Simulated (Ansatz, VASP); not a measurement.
Given: the input of a run of Ansatz 0.2.0 on Ni.

The input input.yaml:

```yaml
crystal:
  lattice:
    - [0.0, 1.737572933, 1.737572933]
    - [1.737572933, 0.0, 1.737572933]
    - [1.737572933, 1.737572933, 0.0]
  atoms:
    - { symbol: Ni, position: [0.0, 0.0, 0.0], spin: 1.0 }
kpoints:
  mp_grid: { grid: [13, 13, 13] }
scf:
  occupations: { method: gaussian, width: 0.012 }
hamiltonian:
  xc: pbe
  pseudopotentials: { kind: all_electron, lapw: { basis_error: 0.001 } }
magnetization:
  spin_polarized: true
output:
  forces: true
  stress: true
  eigenvalues: true
```

Potentials or basis: all-electron LAPW, scalar-relativistic.

Command:

```sh
$ ansatz run input.yaml --threads 2 --pin off --max-ram 6144MiB --backend cpu --events-out ev --progress --plain --runs-dir out
```

Q: Translate it to VASP 6.6.1. Potentials there: VASP PAW PBE potentials, release 64 (Ni).

A: As run (the cutoff follows the program's own potentials):

INCAR

```
SYSTEM = Ni
PREC     = Accurate       ! precision mode
ENCUT    = 520            ! plane-wave cutoff, eV
EDIFF    = 1E-6           ! SCF threshold, eV
ISMEAR   = 0              ! smearing method
SIGMA    = 0.012          ! smearing width, eV
LREAL    = .False.        ! projectors in reciprocal space
LASPH    = .True.         ! aspherical terms in the spheres
NELM     = 150            ! most SCF steps
ALGO     = Normal         ! electronic algorithm
ISIF     = 2              ! what is computed and relaxed
LWAVE    = .False.        ! write WAVECAR
LCHARG   = .True.         ! write CHGCAR
ISPIN    = 2              ! spin polarisation
MAGMOM   = 1              ! initial moments
LORBIT   = 11             ! projections on sites
LMAXMIX  = 4              ! l up to which the mixer works
GGA      = PE             ! functional
LELF     = .True.         ! ELF
LVHAR    = .True.       
NBANDS   = 15             ! bands
```

KPOINTS

```
regular mesh
0
Gamma
  13 13 13
  0 0 0
```

The input POSCAR:

```
Ni
1.0
    0.0000000000      1.7375729330      1.7375729330
    1.7375729330      0.0000000000      1.7375729330
    1.7375729330      1.7375729330      0.0000000000
Ni
1
Direct
    0.0000000000      0.0000000000      0.0000000000
```

Potentials or basis: VASP PAW PBE potentials, release 64 (Ni).

The run is started by

```bash
$ cat potpaw_PBE.64/Ni/POTCAR > POTCAR
$ mpirun -np 1 vasp_std > vasp.out
```

Both were run:

|  | VASP | Ansatz | Ansatz less VASP |
| --- | --- | --- | --- |
| gap on the k mesh at the Fermi level (eV) | none | none | - |
| pressure (GPa) | 7.8 | 8.0 | +0.22 |
| net moment per atom (μB) | 0.62 | 0.64 | +0.018 |
| size of the moment on the site where the two differ most (μB) | 0.63 | 0.66 | +0.033 |

Site moments also hang on the region over which each program counts them. A gap of «none» marks a metal or a gap that the smearing closes. Ansatz ran all-electron here, and VASP with PAW potentials.
